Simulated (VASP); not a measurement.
A run of VASP 6.6.1:

INCAR

```
SYSTEM = CaO
PREC = Accurate
ENCUT = 600
EDIFF = 1E-6
ISMEAR = 0
SIGMA = 0.01
LREAL = .FALSE.
LASPH = .TRUE.
NELM = 120
ALGO = Normal
ISIF = 2
LWAVE = .FALSE.
LCHARG = .FALSE.
GGA = PE
NBANDS = 15
GGA_COMPAT = .FALSE.
```

KPOINTS

```
Automatic mesh
0
G
  4 4 4
  0 0 0
```

The input POSCAR:

```
CaO
1.0
    0.0000000000      2.4371549459      2.4371549459
    2.4371549459      0.0000000000      2.4371549459
    2.4371549459      2.4371549459      0.0000000000
Ca O
1 1
Direct
    0.0000000000      0.0000000000      0.0000000000
    0.5000000000      0.5000000000      0.5000000000
```

Potentials or basis: VASP PAW PBE potentials, release 64 (Ca_sv, O).

The run is started by

```sh
$ cat potpaw_PBE.64/Ca_sv/POTCAR potpaw_PBE.64/O/POTCAR > POTCAR
$ mpirun -np 1 vasp_std > vasp.out
```

Hardware: 1 thread of Intel(R) Xeon(R) 6975P-C (Granite Rapids) (shared host).

Question: How long does it take, and how much memory?

Answer: It took 5.3 s on 1 thread of Intel(R) Xeon(R) 6975P-C (Granite Rapids) (shared host), peak memory 0.15 GiB. Counts: scf iterations 12, k points 8.
